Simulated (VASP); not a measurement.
# H3W8C9 in VASP: single point with LDA

Aim: the single point of H3W8C9 with LDA.

Program: VASP 6.6.1. These are calculated values, not measurements. Logs are shortened: lines on timing, memory, paths and dates and some standing lists are left out, and cuts for length are marked.

## (1) The cell of the first run

The cell holds a slab with vacuum, 20 atoms: a = 5.716 Å, b = 5.610 Å, c = 16.125 Å, α = 90.00°, β = 90.00°, γ = 90.00°.

## (2) Single point, LDA

File INCAR:

```
PREC     = Accurate       # precision mode
ENCUT    = 520            # plane-wave cutoff, eV
EDIFF    = 1E-6           # SCF threshold, eV
ISMEAR   = 0              # smearing method
SIGMA    = 0.1            # smearing width, eV
LREAL    = Auto         
LASPH    = True           # aspherical terms in the spheres
NELM     = 100            # most SCF steps
ALGO     = Normal         # electronic algorithm
ISIF     = 2              # what is computed and relaxed
LWAVE    = False          # write WAVECAR
LCHARG   = True           # write CHGCAR
GGA      = CA             # functional
LELF     = True           # ELF
LVHAR    = True         
NBANDS   = 92             # bands
```

File KPOINTS:

```
Automatic mesh
0
Gamma
  4 5 1
```

File POSCAR:

```
H3W8C9
1.0
    5.7156600000      0.0000000000      0.0000000000
    0.0000000000      5.6104000000      0.0000000000
    0.0000000000      0.0000000000     16.1249220000
W C H
8 9 3
Direct
    0.0000000000      0.0000000000      0.0620158039
    0.2398417681     -0.0038380508      0.2135713897
    0.0000000000      0.5000000000      0.0620158039
    0.2377419231      0.5055714388      0.2146518910
    0.5000000000      0.0000000000      0.0620158039
    0.7404479973      0.0026288678      0.2054137688
    0.5000000000      0.5000000000      0.0620158039
    0.7513009871      0.5092009482      0.2108278725
    0.0093906915      0.2531890774      0.1603055196
    0.4709902269      0.2616522886      0.2695471023
   -0.0201079140      0.7513492799      0.1517114936
    0.0380862403      0.7623857479      0.2913296573
    0.5108319949      0.2537676458      0.1516969198
    0.7157966009      0.2455858762      0.3018679408
    0.4773202045      0.7482366676      0.1586003951
    0.7568158358      0.8107011978      0.3207846835
    0.6832530276      0.0512508912      0.3655564970
    0.6381625219     -0.3324281691      0.3471265783
    0.7874000553      0.1114925852      0.4179682854
    0.4959504239      0.0356512905      0.3877170383
```

Potentials or basis: VASP PAW LDA potentials, release 64 (W_sv, C, H).

The run is started by

```bash
$ cat potpaw_LDA.64/W_sv/POTCAR potpaw_LDA.64/C/POTCAR potpaw_LDA.64/H/POTCAR > POTCAR
$ mpirun -np 1 vasp_std > vasp.out
```

OUTCAR:

```text
PREC = Accurate
   ENCUT = 520
   EDIFF = 1E-6
   ISMEAR = 0
   LREAL = Auto
   LASPH = True
   NELM = 100
   ISIF = 2
   GGA = CA

 ion  position               nearest neighbor table
   1  0.000  0.000  0.062-  11 2.01   9 2.13   6 2.75   2 2.80   3 2.81   3 2.81   5 2.86   5 2.86

   2  0.240  0.996  0.214-   9 2.13  15 2.14  12 2.15  10 2.19  11 2.26  13 2.34   4 2.75   1 2.80
                             6 2.86   4 2.86   5 2.86   6 2.86
   3  0.000  0.500  0.062-  11 2.02   9 2.11   8 2.79   1 2.81   1 2.81   4 2.81   7 2.86   7 2.86

   4  0.238  0.506  0.215-  10 2.11   9 2.12  15 2.13  12 2.22  11 2.26  13 2.34   2 2.75   8 2.78
                             3 2.81   2 2.86   7 2.88   8 2.94
   5  0.500  0.000  0.062-  13 2.03  15 2.11   6 2.69   7 2.81   7 2.81   1 2.86   1 2.86   2 2.86

   6  0.740  0.003  0.205-  14 2.07  13 2.11  11 2.15  16 2.15   9 2.21  15 2.21  10 2.36  12 2.57
                            17 2.62   5 2.69   1 2.75   8 2.77   8 2.84   2 2.86   2 2.86
   7  0.500  0.500  0.062-  13 2.00  15 2.09   8 2.80   5 2.81   5 2.81   3 2.86   3 2.86   4 2.88

   8  0.751  0.509  0.211-  14 2.09  11 2.11  13 2.20   9 2.21  15 2.23  10 2.32  16 2.45  12 2.53
                             6 2.77   4 2.78   3 2.79   7 2.80   6 2.84   4 2.94
   9  0.009  0.253  0.160-   3 2.11   4 2.12   1 2.13   2 2.13   6 2.21   8 2.21
  10  0.471  0.262  0.270-  14 1.50  13 1.91   4 2.11   2 2.19   8 2.32   6 2.36
  11  0.980  0.751  0.152-   1 2.01   3 2.02   8 2.11   6 2.15   2 2.26   4 2.26
  12  0.038  0.762  0.291-  16 1.70   2 2.15   4 2.22   8 2.53   6 2.57
  13  0.511  0.254  0.152-  10 1.91   7 2.00   5 2.03   6 2.11   8 2.20   4 2.34   2 2.34
  14  0.716  0.246  0.302-  10 1.50  17 1.51   6 2.07   8 2.09
  15  0.477  0.748  0.159-   7 2.09   5 2.11   4 2.13   2 2.14   6 2.21   8 2.23
  16  0.757  0.811  0.321-  18 1.13  17 1.59  12 1.70   6 2.15   8 2.45
  17  0.683  0.051  0.366-  19 1.09  20 1.13  14 1.51  16 1.59   6 2.62
  18  0.638  0.668  0.347-  16 1.13
  19  0.787  0.111  0.418-  17 1.09
  20  0.496  0.036  0.388-  17 1.13

  LATTYP: Found a simple orthorhombic cell.
 ALAT       =     5.6104000000
 B/A-ratio  =     1.0187615856
 C/A-ratio  =     2.8741127192

  Lattice vectors:

 A1 = (   0.0000000000,  -5.6104000000,   0.0000000000)
 A2 = (   5.7156600000,   0.0000000000,   0.0000000000)
 A3 = (   0.0000000000,   0.0000000000,  16.1249220000)

Analysis of symmetry for initial positions (statically):
=====================================================================
 Subroutine PRICEL returns:
 Original cell was already a primitive cell.

 Routine SETGRP: Setting up the symmetry group for a
 simple orthorhombic supercell.

 Subroutine GETGRP returns: Found  1 space group operations
 (whereof  1 operations were pure point group operations)
 out of a pool of  8 trial point group operations.

The static configuration has the point symmetry C_1 .

Analysis of symmetry for dynamics (positions and initial velocities):
=====================================================================
 Subroutine PRICEL returns:
 Original cell was already a primitive cell.

 Routine SETGRP: Setting up the symmetry group for a
 simple orthorhombic supercell.

 Subroutine GETGRP returns: Found  1 space group operations
 (whereof  1 operations were pure point group operations)
 out of a pool of  8 trial point group operations.

The dynamic configuration has the point symmetry C_1 .

 Subroutine INISYM returns: Found  1 space group operations
 (whereof  1 operations are pure point group operations),
 and found     1 'primitive' translations

----------------------------------------------------------------------------------------

                                     Primitive cell

  volume of cell :     517.0801

  direct lattice vectors                    reciprocal lattice vectors
     5.715660000  0.000000000  0.000000000     0.174957923  0.000000000  0.000000000
     0.000000000  5.610400000  0.000000000     0.000000000  0.178240411  0.000000000
     0.000000000  0.000000000 16.124922000     0.000000000  0.000000000  0.062015804

  length of vectors
     5.715660000  5.610400000 16.124922000     0.174957923  0.178240411  0.062015804

  position of ions in fractional coordinates (direct lattice)
     0.000000000  0.000000000  0.062015804
     0.239841768  0.996161949  0.213571390
     0.000000000  0.500000000  0.062015804
     0.237741923  0.505571439  0.214651891
     0.500000000  0.000000000  0.062015804
     0.740447997  0.002628868  0.205413769
[... 12 lines left out ...]
     0.787400055  0.111492585  0.417968285
     0.495950424  0.035651290  0.387717038

  ion indices of the primitive-cell ions
   primitive index   ion index
                 1           1
                 2           2
                 3           3
                 4           4
                 5           5
                 6           6
[... 12 lines left out ...]
                19          19
                20          20

----------------------------------------------------------------------------------------

 KPOINTS: Automatic mesh

Automatic generation of k-mesh.
 Grid dimensions read from file:
 generate k-points for:    4    5    1

 Generating k-lattice:

  Cartesian coordinates                     Fractional coordinates (reciprocal lattice)
     0.043739481  0.000000000  0.000000000     0.250000000  0.000000000  0.000000000
     0.000000000  0.035648082  0.000000000     0.000000000  0.200000000  0.000000000
     0.000000000  0.000000000  0.062015804     0.000000000  0.000000000  1.000000000

  Length of vectors
     0.043739481  0.035648082  0.062015804

  Shift w.r.t. Gamma in fractional coordinates (k-lattice)
     0.000000000  0.000000000  0.000000000

 Subroutine IBZKPT returns following result:
 ===========================================

 Found     11 irreducible k-points:

 Following reciprocal coordinates:
            Coordinates               Weight
  0.000000  0.000000  0.000000      1.000000
  0.250000  0.000000  0.000000      2.000000
  0.500000  0.000000  0.000000      1.000000
  0.000000  0.200000  0.000000      2.000000
  0.250000  0.200000  0.000000      2.000000
 -0.250000  0.200000  0.000000      2.000000
  0.500000  0.200000  0.000000      2.000000
  0.000000  0.400000  0.000000      2.000000
  0.250000  0.400000  0.000000      2.000000
 -0.250000  0.400000  0.000000      2.000000
  0.500000  0.400000  0.000000      2.000000
   k-points           NKPTS =     11   k-points in BZ     NKDIM =     11   number of bands    NBANDS=     92
   number of dos      NEDOS =    301   number of ions     NIONS =     20
   total plane-waves  NPLWV = 241920
   dimension x,y,z NGX =    48 NGY =   42 NGZ =  120
   dimension x,y,z NGXF=    96 NGYF=   84 NGZF=  240
   ions per type =               8   9   3
   NGX,Y,Z   is equivalent  to a cutoff of  13.96, 12.45, 12.37 a.u.
   NGXF,Y,Z  is equivalent  to a cutoff of  27.92, 24.89, 24.74 a.u.
 SYSTEM =  unknown system
   PREC   = accura    normal or accurate (medium, high low for compatibility)
   ISTART =      0    job   : 0-new  1-cont  2-samecut
   ICHARG =      2    charge: 1-file 2-atom 10-const
   ISPIN  =      1    spin polarized calculation?
   LNONCOLLINEAR =      F non collinear calculations
   LSORBIT =      F    spin-orbit coupling
   LASPH  =      T    aspherical Exc in radial PAW
   ENCUT  =  520.0 eV  38.22 Ry    6.18 a.u.  10.63 10.43 29.98*2*pi/ulx,y,z
   NELM   =    100;   NELMIN=  2; NELMDL= -5     # of ELM steps
   EDIFF  = 0.1E-05   stopping-criterion for ELM
   LREAL  =      T    real-space projection
   EDIFFG = 0.1E-04   stopping-criterion for IOM
   NSW    =      0    number of steps for IOM
   IBRION =     -1    ionic relax: 0-MD 1-quasi-New 2-CG
   NFREE  =      0    steps in history (QN), initial steepest desc. (CG)
   ISIF   =      2    stress and relaxation
   ISYM   =      2    0-nonsym 1-usesym 2-fastsym
   POTIM  = 0.5000    time-step for ionic-motion
   TEBEG  =    0.0;   TEEND  =   0.0 temperature during run
   PSTRESS=    0.0 pullay stress
   NELECT =     151.0000    total number of electrons
   NUPDOWN=      -1.0000    fix difference up-down
   EMIN   =  10.00;   EMAX   =-10.00  energy-range for DOS
   EFERMI =   0.00;   METHOD = LEGACY
   ISMEAR =     0;   SIGMA  =   0.10  broadening in eV -4-tet -1-fermi 0-gaus
   EFERMI_NEDOS =   21; number of points for ismear=-14 and -15
   IALGO  =     38    algorithm
   IMIX   =      4    mixing-type and parameters
     AMIX     =   0.40;   BMIX     =  1.00
     AMIX_MAG =   1.60;   BMIX_MAG =  1.00
  volume/ion in A,a.u.               =      25.85       174.47
  Fermi-wavevector in a.u.,A,eV,Ry     =   1.086128  2.052485 16.050454  1.179675
  Thomas-Fermi vector in A             =   2.222258
   LORBIT       =      0    0 simple, 1 ext, 2 COOP (PROOUT), +10 PAW based schemes
   GGA     = CA    functional components
   LHFCALC =     F    Hartree Fock is set to
   AEXX    =    0.0000 exact exchange contribution
   IVDW    =     0    specifies the selected vdW correction
   LEPSILON=     F    determine dielectric tensor
   LRPA    =     F    only Hartree local field effects (RPA)
 non-spin polarized calculation
 Gauss-broadening in eV      SIGMA  =   0.10
  energy-cutoff  :      520.00
  volume of cell :      517.08
 maximum number of plane-waves:     13975
 NGX is ok and might be reduce to    48
   NGX = 21   NGY = 21   NGZ = 59

 number of electron     150.9999985 magnetization

 Free energy of the ion-electron system (eV)
  ---------------------------------------------------
  ext. energy  EPLUGINS =         0.00000000
  ---------------------------------------------------
  free energy    TOTEN  =      -196.54098459 eV

  energy without entropy =     -196.50111306  energy(sigma->0) =     -196.52104883

 E-fermi :   1.0327     XC(G=0):  -6.2006

 val. band max:        1.0154937888   @ k =   0.5000   0.2000   0.0000
 cond. band min:       1.0431280416   @ k =   0.2500   0.0000   0.0000
 fundamental gap:      0.0276342528
 Fermi energy:         1.0326904552

 k-point     1 :       0.0000    0.0000    0.0000
  band No.  band energies     occupation
      1     -73.3069      2.00000
      2     -73.0344      2.00000
      3     -72.9710      2.00000
      4     -72.9096      2.00000
      5     -72.8267      2.00000
      6     -72.7552      2.00000
[... 979 lines left out ...]
     86       2.2800      0.00000
     87       2.8087      0.00000
 [bands above 87 left out]

------------------------ aborting loop because EDIFF is reached ----------------------------------------

  FORCE on cell =-STRESS in cart. coord.  units (eV):
  Direction    XX          YY          ZZ          XY          YZ          ZX
  --------------------------------------------------------------------------------------
  -------------------------------------------------------------------------------------
  Total      -20.6918358     -1.9206227      4.4983111      0.7521875     -4.7342665      8.9133327
  in kB      -64.1138373     -5.9510665     13.9380571      2.3306595    -14.6691670     27.6180407
  external PRESSURE =     -18.7089489 kB  Pullay stress =       0.0000000 kB

 VOLUME and BASIS-vectors are now :
 -----------------------------------------------------------------------------
  energy-cutoff  :      520.00
  volume of cell :      517.08
      direct lattice vectors                 reciprocal lattice vectors
     5.715660000  0.000000000  0.000000000     0.174957923  0.000000000  0.000000000
     0.000000000  5.610400000  0.000000000     0.000000000  0.178240411  0.000000000
     0.000000000  0.000000000 16.124922000     0.000000000  0.000000000  0.062015804

 POSITION                                       TOTAL-FORCE (eV/Angst)
 -----------------------------------------------------------------------------------
      0.00000      0.00000      1.00000         0.065751      0.547388     -0.269528
      1.37085      5.58887      3.44382         0.090344      0.405470     -0.057968
      0.00000      2.80520      1.00000        -0.112867     -0.409506      0.045215
      1.35885      2.83646      3.46124         0.080847      0.009490     -0.290985
      2.85783      0.00000      1.00000        -0.622742     -0.161493     -0.673640
      4.23215      0.01475      3.31228         0.143280      0.211040     -0.249151
[... 12 lines left out ...]
      4.50051      0.62552      6.73971         0.578420     -0.837111      0.783974
      2.83468      0.20002      6.25191         0.780826     -0.067325     -0.386527
 -----------------------------------------------------------------------------------
    total drift:                               -0.005455     -0.000022     -0.010838

  FREE ENERGIE OF THE ION-ELECTRON SYSTEM (eV)
  ---------------------------------------------------
  free  energy   TOTEN  =      -196.5409845896 eV

  energy  without entropy=     -196.5011130647  energy(sigma->0) =     -196.52104883
```

Wall time 22 min (1 thread of Intel Xeon Platinum 8259CL at 2.50GHz (Skylake/Cascade Lake), shared host); peak memory 0.6 GiB.

What came out:

```yaml
Free_energy: -196.5410 eV
Largest_force: 3.162 eV/Å
Band_gap_on_the_k_mesh: zero (an odd number of electrons rules out a gap without spin polarisation)
```

Forces in eV/Å, atoms in the order of the input:
```
W    0.066  0.547 -0.270
W    0.090  0.405 -0.058
W   -0.113 -0.410  0.045
W    0.081  0.009 -0.291
W   -0.623 -0.161 -0.674
W    0.143  0.211 -0.249
W   -0.460  0.412 -0.256
W   -0.082 -0.150  0.624
C   -0.179  0.028 -0.178
C    1.055  0.116 -0.578
C    0.342 -0.017  0.015
C   -3.092  0.660 -0.052
C   -0.413  0.056  0.413
C   -3.088  0.032  0.332
C    0.235  0.078  0.224
C    2.495 -0.845  0.618
C    1.175 -0.067  0.147
H    1.010 -0.001 -0.211
H    0.578 -0.837  0.784
H    0.781 -0.067 -0.387
```

Caveat: there is no dipole correction, which matters where the two faces differ; spin-orbit coupling is left out, which moves the levels of the heavy elements; an odd number of electrons without spin polarisation forces a metal; a magnetic or distorted state may lie lower.

The gap in the log of VASP goes by the Fermi energy; the results here count the filled bands.